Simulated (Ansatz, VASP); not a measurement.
## TaTeI2 in VASP and in Ansatz

```xyz
4
Lattice="3.4601 0.0000 0.0000 0.0000 4.8489 0.0000 0.0000 0.0000 9.2499" Properties=species:S:1:pos:R:3 pbc="T T T"
Ta    1.7301    2.4245    0.0000
Te    0.0000    0.0000    0.0000
I     0.0000    2.4245    6.8520
I     0.0000    2.4245    2.3979
```

Alike in both runs: functional PBE; k mesh 6 × 4 × 2; occupations gaussian, width 0.1 eV; no spin polarisation.

Ansatz relaxed the structure, and its values are those at the end. VASP's run is a single point on that final structure, the one shown.

|  | VASP | Ansatz |
| --- | --- | --- |
| version | VASP 6.6.1 | Ansatz 0.2.0 |
| potentials or method | VASP PAW PBE potentials, release 64 (Ta_pv, Te, I), cutoff 520 eV | scalar-relativistic, plane waves, PAW |
| valence electrons in the cell | 31 | 63 |

|  | VASP | Ansatz | Ansatz less VASP |
| --- | --- | --- | --- |
| gap on the k mesh at the Fermi level (eV) | none | none | - |
| pressure (GPa) | 0.1 | 0.1 | 0.00 |
| rms of the force components (eV/Å) | 0.011 | 0.011 | 0.0000 |

A gap of «none» marks a metal or a gap that the smearing closes. VASP's potentials hold 31 valence electrons a cell and Ansatz's 63, so a difference there can come from the potentials and not from the codes.

Spin-orbit coupling is off throughout.
